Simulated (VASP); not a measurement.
A run of VASP 6.6.1:

The input INCAR:

```
SYSTEM = Zr
PREC = Accurate ; ENCUT = 520
EDIFF = 1E-8 ; ISMEAR = -1
SIGMA = 0.08 ; LREAL = .FALSE.
LASPH = .TRUE. ; NELM = 60
ALGO = Normal ; ISIF = 2
LWAVE = .FALSE. ; LCHARG = .FALSE.
GGA = PE ; LEFG = .TRUE.
NBANDS = 19
```

Contents of KPOINTS:

```
Automatic mesh
0
G
  13 13 7
  0 0 0
```

File POSCAR:

```
Zr
1.0
    3.2319982225      0.0000000000      0.0000000000
   -1.6159991112      2.7989925656      0.0000000000
    0.0000000000      0.0000000000      4.9925900000
Zr
2
Direct
    0.3333333333      0.6666666667      0.2500000000
    0.6666666667      0.3333333333      0.7500000000
```

Potentials or basis: VASP PAW PBE potentials, release 64 (Zr_sv).

The run is started by

```console
$ cat potpaw_PBE.64/Zr_sv/POTCAR > POTCAR
$ mpirun -np 1 vasp_std > vasp.out
```

Hardware: 1 thread of Intel(R) Xeon(R) Platinum 8259CL CPU @ 2.50GHz (Skylake/Cascade Lake), with other jobs on the host.

Problem. How long does it take, and how much memory?

Solution. Wall time 59 s on 1 thread of Intel(R) Xeon(R) Platinum 8259CL CPU @ 2.50GHz (Skylake/Cascade Lake) (shared host), peak memory 0.19 GiB. Counts: scf iterations 15, k points 84.
